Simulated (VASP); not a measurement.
Input of a VASP 6.6.1 run:

The input INCAR:

```
PREC     = Accurate       # precision mode
ENCUT    = 500            # plane-wave cutoff, eV
EDIFF    = 1E-6           # SCF threshold, eV
ISMEAR   = 0              # smearing method
SIGMA    = 0.15           # smearing width, eV
LREAL    = F              # projectors in reciprocal space
LASPH    = T              # aspherical terms in the spheres
NELM     = 120            # most SCF steps
ALGO     = Normal         # electronic algorithm
ISIF     = 2              # what is computed and relaxed
LWAVE    = F              # write WAVECAR
LCHARG   = F              # write CHGCAR
GGA      = PE             # functional
NBANDS   = 19             # bands
GGA_COMPAT= F
```

File KPOINTS:

```
regular mesh
0
Gamma
  4 4 3
```

The input POSCAR:

```
SrCl2
1.0
    4.4848257085      0.0000000000      0.0000000000
   -2.2424128543      3.8839729951      0.0000000000
    0.0000000000      0.0000000000      6.1804268451
Sr Cl
1 2
Direct
    0.0000000000      0.0000000000      0.5000000000
    0.6666666667      0.3333333333      0.7215115725
    0.3333333333      0.6666666667      0.2784884275
```

Potentials or basis: VASP PAW PBE potentials, release 64 (Sr_sv, Cl).

Launch:

```console
$ cat potpaw_PBE.64/Sr_sv/POTCAR potpaw_PBE.64/Cl/POTCAR > POTCAR
$ mpirun -np 1 vasp_std > vasp.out
```

(1) Estimate the band gap on the k mesh.

(2) What does it give for the pressure?

(3) What does it give for the largest force?

Answers

(1) 5.20 eV, direct.

(2) 0.0 GPa.

(3) 0.043 eV/Å.
